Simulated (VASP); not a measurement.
A run of VASP 6.6.1 is set up as follows.

The input INCAR:

```
SYSTEM = Ca
PREC = Accurate
ENCUT = 600
EDIFF = 1E-6
ISMEAR = 0
SIGMA = 0.1
LREAL = .False.
LASPH = .True.
NELM = 100
ALGO = Normal
ISIF = 3
LWAVE = .False.
LCHARG = .False.
GGA = PE
IBRION = 2
NSW = 70
EDIFFG = -0.008
PSTRESS = 40.0
```

File KPOINTS:

```
Automatic mesh
0
Gamma
  14 14 14
  0 0 0
```

File POSCAR:

```
Ca
1.0
   -2.0978479976      2.0978479976      2.0856543176
    2.0978479976     -2.0978479976      2.0856543176
    2.0978479976      2.0978479976     -2.0856543176
Ca
1
Direct
    0.5000000000      0.5000000000      0.0000000000
```

Potentials or basis: VASP PAW PBE potentials, release 64 (Ca_sv).

Launch:

```sh
$ cat potpaw_PBE.64/Ca_sv/POTCAR > POTCAR
$ mpirun -np 1 vasp_std > vasp.out
```

Problem. Estimate the relaxed cell.

Solution. a = 3.571 Å, b = 3.571 Å, c = 3.571 Å, α = 109.32°, β = 109.32°, γ = 109.78°.

Problem. What does it give for the relaxed volume?

Solution. 35.06 Å³/atom.

Problem. What does it give for the band gap on the k mesh?

Solution. Zero (band 5 reaches 3.09 eV, above the bottom of band 6 at 2.62 eV).

The path:
| step | energy change (eV) | largest force (eV/Å) | pressure (GPa) | volume (Å³) |
| --- | --- | --- | --- | --- |
| 1 | 0.0000 | 0.0000 | 2.76 | 36.72 |
| 2 | 0.0306 | 0.0000 | 3.86 | 35.23 |
| 3 | 0.0348 | 0.0000 | 4.00 | 35.06 |

Caveat: the cell is relaxed towards a set pressure, so the enthalpy falls and the energy may rise.
